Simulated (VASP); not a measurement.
Set up this calculation in VASP 6.6.1, as the native input.

- Task: single point
- Functional: LDA
- Potentials or basis: VASP PAW LDA potentials, release 64 (Ga_d, N)
- Cutoff: 520 eV
- k mesh: 12 × 12 × 6
- Occupations: fermi-dirac, width 0.1 eV
- Spin: no spin polarisation
- Dipole correction: no
- Further INCAR settings: ALGO = Normal; EDIFF = 1e-06; NBANDS = 26

The structure of GaN lies in POSCAR:

```
GaN
1.0
    3.1518139885      0.0000000000      0.0000000000
   -1.5759069942      2.7295509820      0.0000000000
    0.0000000000      0.0000000000      5.1383982911
Ga N
2 2
Direct
    0.3333333333      0.6666666667     -0.0007038784
    0.6666666667      0.3333333333      0.4992961216
    0.3333333333      0.6666666667      0.3757038784
    0.6666666667      0.3333333333      0.8757038784
```

One way to write it, as run:

INCAR

```
  ALGO = Normal
  EDIFF = 1E-6
  ENCUT = 520
  ISIF = 2
  ISMEAR = -1
  LASPH = True
  LCHARG = False
  LREAL = False
  LWAVE = False
  NBANDS = 26
  NELM = 60
  PREC = Accurate
  SIGMA = 0.1
```

KPOINTS

```
k-points
0
Gamma
  12 12 6
```

Potentials or basis: VASP PAW LDA potentials, release 64 (Ga_d, N).

The run is started by

```bash
$ cat potpaw_LDA.64/Ga_d/POTCAR potpaw_LDA.64/N/POTCAR > POTCAR
$ mpirun -np 1 vasp_std > vasp.out
```

Results of the run:

```json
{"Pressure": "1.1 GPa", "Band gap on the k mesh": "2.15 eV"}
```

Wall time 32 s on 1 thread of Intel(R) Xeon(R) 6975P-C (Granite Rapids) (shared host), peak memory 0.19 GiB.
